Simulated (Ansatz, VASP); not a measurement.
One calculation of TiO2, two programs

File INCAR:

```
SYSTEM = TiO2
ALGO     = Normal         ! electronic algorithm
EDIFF    = 1E-7           ! SCF threshold, eV
EDIFFG   = -0.01          ! ionic threshold
ENCUT    = 600            ! plane-wave cutoff, eV
GGA      = PE             ! functional
IBRION   = 2              ! ionic algorithm
ISIF     = 3              ! what is computed and relaxed
ISMEAR   = 0              ! smearing method
LASPH    = .TRUE.         ! aspherical terms in the spheres
LCHARG   = .FALSE.        ! write CHGCAR
LREAL    = .FALSE.        ! projectors in reciprocal space
LWAVE    = .FALSE.        ! write WAVECAR
NELM     = 60             ! most SCF steps
NSW      = 80             ! ionic steps
PREC     = Accurate       ! precision mode
SIGMA    = 0.02           ! smearing width, eV
```

The input KPOINTS:

```
k-points
0
G
  8 8 4
  0 0 0
```

Contents of POSCAR:

```
TiO2
1.0
    3.3897337358      0.0000000000      0.0000000000
    0.0000000000      3.3897337358      0.0000000000
    0.0000000000      0.0000000000      5.3215171085
Ti O
2 4
Direct
    0.0000000000      0.0000000000      0.0000000000
    0.5000000000      0.5000000000      0.5000000000
    0.0000000000      0.5000000000      0.3418212680
    0.0000000000      0.5000000000      0.8418212680
    0.5000000000      0.0000000000      0.6581787320
    0.5000000000      0.0000000000      0.1581787320
```

Input for Ansatz:

```yaml
crystal:
  lattice:
    - [3.3897337358, 0.0, 0.0]
    - [0.0, 3.3897337358, 0.0]
    - [0.0, 0.0, 5.3215171085]
  atoms:
    - { symbol: Ti, position: [0.0, 0.0, 0.0] }
    - { symbol: Ti, position: [0.5, 0.5, 0.5] }
    - { symbol: O, position: [0.0, 0.5, 0.341821268] }
    - { symbol: O, position: [0.0, 0.5, 0.841821268] }
    - { symbol: O, position: [0.5, 0.0, 0.658178732] }
    - { symbol: O, position: [0.5, 0.0, 0.158178732] }
basis:
  ecutwfc: 420
kpoints:
  mp_grid: { grid: [8, 8, 4] }
hamiltonian:
  xc: pbe
scf:
  occupations: { method: gaussian, width: 0.02 }
output:
  forces: true
  stress: true
  eigenvalues: true
relax:
  adjacent_minimum: "off"
  f_tol: 0.01
  max_steps: 60
  cell: { stress_tol: 0.1 }
```

Alike in both runs: task relaxation of cell and atoms; functional PBE; k mesh 8 × 8 × 4; occupations gaussian, width 0.02 eV; no spin polarisation.

```csv
,VASP,Ansatz
version,VASP 6.6.1,Ansatz 0.2.0
potentials or method,"VASP PAW PBE potentials, release 64 (Ti_sv, O), cutoff 600 eV","scalar-relativistic, plane waves, PAW"
valence electrons in the cell,48,48
```

Ansatz gave:

```
gap on the k mesh at the Fermi level, each at its own relaxed structure (eV) : 2.57
relaxed volume (Å³/atom)                                                     : 10.22
relaxed length of the cell vector where the two differ most in proportion (Å)              : 5.339
```

Question: Which values does VASP return?

Answer: gap on the k mesh at the Fermi level, each at its own relaxed structure (eV): 2.51; relaxed volume (Å³/atom): 10.19; relaxed length of the cell vector where the two differ most in proportion (Å): 5.313.
